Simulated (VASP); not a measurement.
Here is a VASP 6.6.1 calculation.

File INCAR:

```
ALGO     = Normal         # electronic algorithm
EDIFF    = 1E-6           # SCF threshold, eV
ENCUT    = 600            # plane-wave cutoff, eV
GGA      = PS             # functional
GGA_COMPAT= False        
ISIF     = 2              # what is computed and relaxed
ISMEAR   = 0              # smearing method
LASPH    = True           # aspherical terms in the spheres
LCHARG   = False          # write CHGCAR
LREAL    = False          # projectors in reciprocal space
LWAVE    = False          # write WAVECAR
NBANDS   = 11             # bands
NELM     = 120            # most SCF steps
PREC     = Accurate       # precision mode
SIGMA    = 0.01           # smearing width, eV
```

File KPOINTS:

```
k-points
0
Gamma
  10 10 10
```

The input POSCAR:

```
C
1.0
    0.0000000000      1.7768325705      1.7768325705
    1.7768325705      0.0000000000      1.7768325705
    1.7768325705      1.7768325705      0.0000000000
C
2
Direct
    0.0000000000      0.0000000000      0.0000000000
    0.2500000000      0.2500000000      0.2500000000
```

Potentials or basis: VASP PAW PBE potentials, release 64 (C).

Command:

```bash
$ cat potpaw_PBE.64/C/POTCAR > POTCAR
$ mpirun -np 1 vasp_std > vasp.out
```

(1) Predict the band gap on the k mesh.

(2) What does it give for the pressure?

Results:

(1) 4.06 eV, indirect (least direct gap 5.57 eV).

(2) 0.5 GPa.

Caveat: the PAW data sets were made with another functional, which shifts forces and pressure a little.
